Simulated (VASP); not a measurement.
Crystal: PtSe.

```xyz
2
Lattice="0.0000 2.7984 2.7984 2.7984 0.0000 2.7984 2.7984 2.7984 0.0000" Properties=species:S:1:pos:R:3 pbc="T T T"
Pt    2.7984    2.7984    2.7984
Se    0.0000    0.0000    0.0000
```

```yaml
Program: VASP 6.6.1
Task: relaxation of cell and atoms
Functional: HSE06
Potentials_or_basis: VASP PAW PBE potentials, release 64 (Pt, Se)
Cutoff: 600 eV
k_mesh: 4 × 4 × 4
Occupations: fermi-dirac, width 0.05 eV
Spin: no spin polarisation
```

At the start: pressure -16.5 GPa; volume 21.91 Å³/atom.

Q: How do energy, volume and symmetry change on relaxing?

A: Over 7 steps the energy falls by 255.5 meV/atom and the volume is 17.92 Å³/atom (-18.2 %); space group Fm-3m (No. 225, to 0.1 Å) before and after.

Step by step:
```tsv
step	energy change (eV)	largest force (eV/Å)	pressure (GPa)	volume (Å³)
1	0.0000	0.0000	-16.54	43.83
2	-0.1077	0.0000	31.05	30.99
3	-0.5105	0.0000	-0.82	36.04
4	-0.5110	0.0000	-0.20	35.89
5	-0.5109	0.0000	0.40	35.74
6	-0.5109	0.0000	-0.45	35.95
7	-0.5110	0.0000	0.01	35.83
```

Final structure:
```yaml
crystal:
  lattice:
    - [0.00000, 2.61672, 2.61672]
    - [2.61672, 0.00000, 2.61672]
    - [2.61672, 2.61672, 0.00000]
  atoms:
    - { symbol: Pt, position: [0.50000, 0.50000, 0.50000] }
    - { symbol: Se, position: [0.00000, 0.00000, 0.00000] }
```

Caveat: the k points lie up to 0.52 Å⁻¹ apart in the final cell, too coarse for converged energies and pressures of a metal; the volume moved by over 15 % at a fixed basis, so the end points are rough; the PAW data sets were made with another functional, which shifts forces and pressure a little.
